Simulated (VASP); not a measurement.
Input of a VASP 6.6.1 run:

INCAR

```
ALGO = Normal
EDIFF = 1E-6
ENCUT = 520
GGA = PS
ISIF = 2
ISMEAR = 0
LASPH = True
LCHARG = True
LELF = True
LREAL = False
LVHAR = True
LWAVE = False
NBANDS = 14
NELM = 80
PREC = Accurate
SIGMA = 0.15
```

The input KPOINTS:

```
k-points
0
Gamma
  14 14 14
```

File POSCAR:

```
ScAl
1.0
    3.3703489700      0.0000000000      0.0000000000
    0.0000000000      3.3703489700      0.0000000000
    0.0000000000      0.0000000000      3.3703489700
Sc Al
1 1
Direct
    0.5000000000      0.5000000000      0.5000000000
    0.0000000000      0.0000000000      0.0000000000
```

Potentials or basis: VASP PAW PBE potentials, release 64 (Sc_sv, Al).

Run with:

```console
$ cat potpaw_PBE.64/Sc_sv/POTCAR potpaw_PBE.64/Al/POTCAR > POTCAR
$ mpirun -np 1 vasp_std > vasp.out
```

(1) Estimate the band gap on the k mesh.

(2) What does it give for the pressure?

Answers

(1) zero (band 7 reaches 6.28 eV, above the bottom of band 8 at 5.12 eV).

(2) -1.7 GPa.

Caveat: the PAW data sets were made with another functional, which shifts forces and pressure a little.
